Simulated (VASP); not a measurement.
# W (Im-3m) in VASP: a series of runs, part 2 of 2

VASP 6.6.1. The steps go on from the part before.

## (3) Single point, PBEsol

This run uses another cell than the first one: it holds 2 atoms, not 1.

File INCAR:

```
PREC = Accurate ; ENCUT = 520
EDIFF = 1E-6 ; ISMEAR = -1
SIGMA = 0.1 ; LREAL = F
LASPH = T ; NELM = 80
ALGO = Normal ; ISIF = 2
LWAVE = F ; LCHARG = F
GGA = PS ; NBANDS = 21
```

File KPOINTS:

```
Automatic mesh
0
Gamma
  14 14 8
```

File POSCAR:

```
W
1.0
   -1.5769517519      1.5769517519      1.5769517519
    1.5769517519     -1.5769517519      1.5769517519
    3.1539035038      3.1539035038      0.0000000000
W
2
Direct
    0.0000000000      0.0000000000      0.0000000000
    0.5000000000      0.5000000000      0.5000000000
```

Potentials or basis: VASP PAW PBE potentials, release 64 (W_sv).

The run is started by

```console
$ cat potpaw_PBE.64/W_sv/POTCAR > POTCAR
$ mpirun -np 1 vasp_std > vasp.out
```

OUTCAR:

```text
PREC = Accurate
   ENCUT = 520
   EDIFF = 1E-6
   ISMEAR = -1
   LREAL = F
   LASPH = T
   NELM = 80
   ISIF = 2
   GGA = PS

 ion  position               nearest neighbor table
   1  0.000  0.000  0.000-   2 2.73   2 2.73   2 2.73   2 2.73   2 3.15   2 3.15   2 3.15   2 3.15

   2  0.500  0.500  0.500-   1 2.73   1 2.73   1 2.73   1 2.73   1 3.15   1 3.15   1 3.15   1 3.15

  LATTYP: Found a base centered orthorhombic cell.
 ALAT       =     3.1539035038
 B/A-ratio  =     1.4142135624
 C/A-ratio  =     1.4142135624

  Lattice vectors:

 A1 = (  -1.5769517519,   1.5769517519,   1.5769517519)
 A2 = (   1.5769517519,  -1.5769517519,   1.5769517519)
 A3 = (   3.1539035038,   3.1539035038,   0.0000000000)

Analysis of symmetry for initial positions (statically):
=====================================================================
 Subroutine PRICEL returns following result:

  LATTYP: Found a body centered cubic cell.
 ALAT       =     3.1539035038

  Lattice vectors:

 A1 = (  -1.5769517519,   1.5769517519,  -1.5769517519)
 A2 = (  -1.5769517519,  -1.5769517519,   1.5769517519)
 A3 = (   1.5769517519,   1.5769517519,   1.5769517519)

   2 primitive cells build up your supercell.

 Routine SETGRP: Setting up the symmetry group for a
 base centered orthorhombic supercell.

 Subroutine GETGRP returns: Found  8 space group operations
 (whereof  8 operations were pure point group operations)
 out of a pool of  8 trial point group operations.

The static configuration has the point symmetry D_2h.

Analysis of symmetry for dynamics (positions and initial velocities):
=====================================================================
 Subroutine PRICEL returns following result:

  LATTYP: Found a body centered cubic cell.
 ALAT       =     3.1539035038

  Lattice vectors:

 A1 = (  -1.5769517519,   1.5769517519,  -1.5769517519)
 A2 = (  -1.5769517519,  -1.5769517519,   1.5769517519)
 A3 = (   1.5769517519,   1.5769517519,   1.5769517519)

   2 primitive cells build up your supercell.

 Routine SETGRP: Setting up the symmetry group for a
 base centered orthorhombic supercell.

 Subroutine GETGRP returns: Found  8 space group operations
 (whereof  8 operations were pure point group operations)
 out of a pool of  8 trial point group operations.

The dynamic configuration has the point symmetry D_2h.

 Subroutine INISYM returns: Found  8 space group operations
 (whereof  8 operations are pure point group operations),
 and found     2 'primitive' translations

----------------------------------------------------------------------------------------

                                     Primitive cell

  volume of cell :      15.6861

  direct lattice vectors                    reciprocal lattice vectors
    -1.576951752  1.576951752 -1.576951752    -0.317067405  0.317067405  0.000000000
    -1.576951752 -1.576951752  1.576951752    -0.317067405  0.000000000  0.317067405
     1.576951752  1.576951752  1.576951752     0.000000000  0.317067405  0.317067405

  length of vectors
     2.731360555  2.731360555  2.731360555     0.448401025  0.448401025  0.448401025

  position of ions in fractional coordinates (direct lattice)
     0.000000000  0.000000000  0.000000000

  ion indices of the primitive-cell ions
   primitive index   ion index
                 1           1

----------------------------------------------------------------------------------------

 KPOINTS: Automatic mesh

Automatic generation of k-mesh.
 Grid dimensions read from file:
 generate k-points for:   14   14    8

 Generating k-lattice:

  Cartesian coordinates                     Fractional coordinates (reciprocal lattice)
    -0.011323836  0.011323836  0.022647672     0.071428571  0.000000000  0.000000000
     0.011323836 -0.011323836  0.022647672     0.000000000  0.071428571  0.000000000
     0.019816713  0.019816713  0.000000000     0.000000000  0.000000000  0.125000000

  Length of vectors
     0.027737620  0.027737620  0.028025064

  Shift w.r.t. Gamma in fractional coordinates (k-lattice)
     0.000000000  0.000000000  0.000000000

 Subroutine IBZKPT returns following result:
 ===========================================

 Found    285 irreducible k-points:

 Following reciprocal coordinates:
            Coordinates               Weight
  0.000000  0.000000  0.000000      1.000000
  0.071429  0.000000  0.000000      4.000000
  0.142857  0.000000  0.000000      4.000000
  0.214286  0.000000  0.000000      4.000000
  0.285714  0.000000  0.000000      4.000000
  0.357143  0.000000  0.000000      4.000000
[... 16 lines left out ...]
  0.214286  0.142857  0.000000      4.000000
  0.285714  0.142857  0.000000      4.000000
 [... further k-points ...]
   k-points           NKPTS =    285   k-points in BZ     NKDIM =    285   number of bands    NBANDS=     21
   number of dos      NEDOS =    301   number of ions     NIONS =      2
   total plane-waves  NPLWV =  14400
   dimension x,y,z NGX =    20 NGY =   20 NGZ =   36
   dimension x,y,z NGXF=    40 NGYF=   40 NGZF=   72
   ions per type =               2
   NGX,Y,Z   is equivalent  to a cutoff of  12.17, 12.17, 13.42 a.u.
   NGXF,Y,Z  is equivalent  to a cutoff of  24.35, 24.35, 26.84 a.u.
 SYSTEM =  unknown system
   PREC   = accura    normal or accurate (medium, high low for compatibility)
   ISTART =      0    job   : 0-new  1-cont  2-samecut
   ICHARG =      2    charge: 1-file 2-atom 10-const
   ISPIN  =      1    spin polarized calculation?
   LNONCOLLINEAR =      F non collinear calculations
   LSORBIT =      F    spin-orbit coupling
   LASPH  =      T    aspherical Exc in radial PAW
   ENCUT  =  520.0 eV  38.22 Ry    6.18 a.u.   5.08  5.08  8.29*2*pi/ulx,y,z
   NELM   =     80;   NELMIN=  2; NELMDL= -5     # of ELM steps
   EDIFF  = 0.1E-05   stopping-criterion for ELM
   LREAL  =      F    real-space projection
   EDIFFG = 0.1E-04   stopping-criterion for IOM
   NSW    =      0    number of steps for IOM
   IBRION =     -1    ionic relax: 0-MD 1-quasi-New 2-CG
   NFREE  =      0    steps in history (QN), initial steepest desc. (CG)
   ISIF   =      2    stress and relaxation
   ISYM   =      2    0-nonsym 1-usesym 2-fastsym
   POTIM  = 0.5000    time-step for ionic-motion
   TEBEG  =    0.0;   TEEND  =   0.0 temperature during run
   PSTRESS=    0.0 pullay stress
   NELECT =      28.0000    total number of electrons
   NUPDOWN=      -1.0000    fix difference up-down
   EMIN   =  10.00;   EMAX   =-10.00  energy-range for DOS
   EFERMI =   0.00;   METHOD = LEGACY
   ISMEAR =    -1;   SIGMA  =   0.10  broadening in eV -4-tet -1-fermi 0-gaus
   EFERMI_NEDOS =   21; number of points for ismear=-14 and -15
   IALGO  =     38    algorithm
   IMIX   =      4    mixing-type and parameters
     AMIX     =   0.40;   BMIX     =  1.00
     AMIX_MAG =   1.60;   BMIX_MAG =  1.00
  volume/ion in A,a.u.               =      15.69       105.86
  Fermi-wavevector in a.u.,A,eV,Ry     =   1.576204  2.978594 33.802576  2.484419
  Thomas-Fermi vector in A             =   2.677072
   LORBIT       =      0    0 simple, 1 ext, 2 COOP (PROOUT), +10 PAW based schemes
   GGA     = PS    functional components
   LHFCALC =     F    Hartree Fock is set to
   AEXX    =    0.0000 exact exchange contribution
   IVDW    =     0    specifies the selected vdW correction
   LEPSILON=     F    determine dielectric tensor
   LRPA    =     F    only Hartree local field effects (RPA)
 non-spin polarized calculation
  energy-cutoff  :      520.00
  volume of cell :       31.37
 maximum number of plane-waves:       862
   NGX = 11   NGY = 11   NGZ = 17

 number of electron      28.0000009 magnetization

 Free energy of the ion-electron system (eV)
  ---------------------------------------------------
  ext. energy  EPLUGINS =         0.00000000
  ---------------------------------------------------
  free energy    TOTEN  =       -27.62033658 eV

  energy without entropy =      -27.58602028  energy(sigma->0) =      -27.60317843

 E-fermi :  11.4723     XC(G=0): -13.8207

 val. band max:       11.4719493540   @ k =   0.5000   0.2143   0.2500
 cond. band min:      11.4778239147   @ k =   0.4286   0.0714   0.3750
 fundamental gap:      0.0058745607
 Fermi energy:        11.4723001798

 k-point     1 :       0.0000    0.0000    0.0000
  band No.  band energies     occupation
      1     -62.7057      2.00000
      2     -62.5645      2.00000
      3     -27.5835      2.00000
      4     -26.6832      2.00000
      5     -26.2589      2.00000
      6     -26.2507      2.00000
[... 550 lines left out ...]
      5     -26.9765      2.00000
      6     -26.6364      2.00000
[... 13 lines left out ...]
     20      18.6058      0.00000
     21      23.1055      0.00000

 [... further k-points ...]
[... 5 lines left out ...]
  --------------------------------------------------------------------------------------
  -------------------------------------------------------------------------------------
  Total        0.1750091      0.1750091      0.1122917      0.0425548      0.0000000      0.0000000
  in kB        8.9377032      8.9377032      5.7347331      2.1732731      0.0000000      0.0000000
  external PRESSURE =       7.8700465 kB  Pullay stress =       0.0000000 kB

 VOLUME and BASIS-vectors are now :
 -----------------------------------------------------------------------------
  energy-cutoff  :      520.00
  volume of cell :       31.37
      direct lattice vectors                 reciprocal lattice vectors
    -1.576951752  1.576951752  1.576951752    -0.158533703  0.158533703  0.317067405
     1.576951752 -1.576951752  1.576951752     0.158533703 -0.158533703  0.317067405
     3.153903504  3.153903504  0.000000000     0.158533703  0.158533703  0.000000000

 POSITION                                       TOTAL-FORCE (eV/Angst)
 -----------------------------------------------------------------------------------
      0.00000      0.00000      0.00000        -0.000000     -0.000000      0.000000
      1.57695      1.57695      1.57695         0.000000      0.000000     -0.000000
 -----------------------------------------------------------------------------------
    total drift:                                0.000000      0.000000      0.000000

  FREE ENERGIE OF THE ION-ELECTRON SYSTEM (eV)
  ---------------------------------------------------
  free  energy   TOTEN  =       -27.6203365833 eV

  energy  without entropy=      -27.5860202798  energy(sigma->0) =      -27.60317843
```

OSZICAR:

```text
N       E                     dE             d eps       ncg     rms          rms(c)
DAV:   1     0.268130877543E+03    0.26813E+03   -0.15802E+04 11970   0.156E+03
DAV:   2    -0.199619250165E+02   -0.28809E+03   -0.27991E+03 12997   0.457E+02
DAV:   3    -0.289111065065E+02   -0.89492E+01   -0.87748E+01 13739   0.796E+01
DAV:   4    -0.289920100836E+02   -0.80904E-01   -0.80785E-01 12975   0.801E+00
DAV:   5    -0.289928056419E+02   -0.79556E-03   -0.79555E-03 13533   0.821E-01    0.312E+01
DAV:   6    -0.279167386524E+02    0.10761E+01   -0.12448E+00 13215   0.108E+01    0.125E+01
DAV:   7    -0.276313088330E+02    0.28543E+00   -0.66609E-01 13630   0.723E+00    0.784E-01
DAV:   8    -0.276205256155E+02    0.10783E-01   -0.12281E-02 12265   0.117E+00    0.126E-01
DAV:   9    -0.276203380261E+02    0.18759E-03   -0.36049E-04 15146   0.158E-01    0.558E-02
DAV:  10    -0.276203357966E+02    0.22295E-05   -0.19630E-05 12896   0.475E-02    0.235E-02
DAV:  11    -0.276203365833E+02   -0.78672E-06   -0.13806E-06  9898   0.864E-03
   1 F= -.27620337E+02 E0= -.27603178E+02  d E =-.343163E-01
```

stdout:

```text
POSCAR found type information on POSCAR W
 POSCAR found :  1 types and       2 ions
 scaLAPACK will be used
 -----------------------------------------------------------------------------
|                                                                             |
|                                                                             |
|     You enforced a specific xc type in the INCAR file but a different       |
|     I HOPE YOU KNOW WHAT YOU ARE DOING!                                     |
|                                                                             |
 -----------------------------------------------------------------------------

 LDA part: xc-table for (Slater+PW92), standard interpolation
 POSCAR, INCAR and KPOINTS ok, starting setup
 FFT: planning ... GRIDC
 FFT: planning ... GRID_SOFT
 FFT: planning ... GRID
 WAVECAR not read
 entering main loop
```

Wall time 2 min (1 thread of Intel Xeon Platinum 8259CL at 2.50GHz (Skylake/Cascade Lake), shared host); peak memory 0.25 GiB.

Results:

```yaml
Free_energy: -27.6203 eV
Pressure: 0.8 GPa
Band_gap_on_the_k_mesh: zero (band 14 reaches 13.78 eV, above the bottom of band 15 at 10.49 eV)
```

Levels at points of the mesh, in eV from the Fermi level:
```
           k point  band 11  band 12  band 13  band 14  band 15  band 16  band 17  band 18
(0.00, 0.00, 0.00)    -3.67    -1.30    -1.30    -1.29     0.69     2.12     2.22     2.22
(0.50, 0.00, 0.00)    -3.34    -3.34    -2.27    -2.27     1.80     1.80     3.09     3.09
(0.50, 0.50, 0.00)    -5.98    -3.67     0.69     2.12     3.11     5.21     5.21     5.21
(0.00, 0.00, 0.50)    -2.64    -2.64    -1.93    -1.93     1.51     1.51     1.59     1.59
(0.50, 0.00, 0.50)    -3.67    -3.67     0.69     0.69     2.12     2.12     3.11     3.11
(0.50, 0.50, 0.50)    -3.78    -3.78    -0.74    -0.74     0.07     0.07     5.69     5.69
```

Caveat: the PAW data sets were made with another functional, which shifts forces and pressure a little; spin-orbit coupling is left out, which moves the levels of the heavy elements.

## (4) Single point, PBEsol

This run uses another cell than the first one: it holds 2 atoms, not 1.

File INCAR:

```
SYSTEM = W
PREC = Accurate ; ENCUT = 520
EDIFF = 1E-6 ; ISMEAR = -1
SIGMA = 0.1 ; LREAL = .False.
LASPH = .True. ; NELM = 60
ALGO = Normal ; ISIF = 2
LWAVE = .False. ; LCHARG = .False.
GGA = PS ; NBANDS = 21
```

File KPOINTS:

```
Automatic mesh
0
Gamma
  14 14 8
  0 0 0
```

POSCAR is that of step 3.

The run is started by

```console
$ cat potpaw_PBE.64/W_sv/POTCAR > POTCAR
$ mpirun -np 1 vasp_std > vasp.out
```

It took 2.2 min on 1 thread of Intel Xeon Platinum 8259CL at 2.50GHz (Skylake/Cascade Lake), shared host; peak memory 0.26 GiB.

The run converged. Its results:

```
Free energy            : -27.6203 eV
Pressure               : 0.8 GPa
Band gap on the k mesh : zero (band 14 reaches 13.78 eV, above the bottom of band 15 at 10.49 eV)
```

Levels at points of the mesh, in eV from the Fermi level:
```
           k point  band 11  band 12  band 13  band 14  band 15  band 16  band 17  band 18
(0.00, 0.00, 0.00)    -3.67    -1.30    -1.30    -1.29     0.69     2.12     2.22     2.22
(0.50, 0.00, 0.00)    -3.34    -3.34    -2.27    -2.27     1.80     1.80     3.09     3.09
(0.50, 0.50, 0.00)    -5.98    -3.67     0.69     2.12     3.11     5.21     5.21     5.21
(0.00, 0.00, 0.50)    -2.64    -2.64    -1.93    -1.93     1.51     1.51     1.59     1.59
(0.50, 0.00, 0.50)    -3.67    -3.67     0.69     0.69     2.12     2.12     3.11     3.11
(0.50, 0.50, 0.50)    -3.78    -3.78    -0.74    -0.74     0.07     0.07     5.69     5.69
```

Caveat: the PAW data sets were made with another functional, which shifts forces and pressure a little; spin-orbit coupling is left out, which moves the levels of the heavy elements.
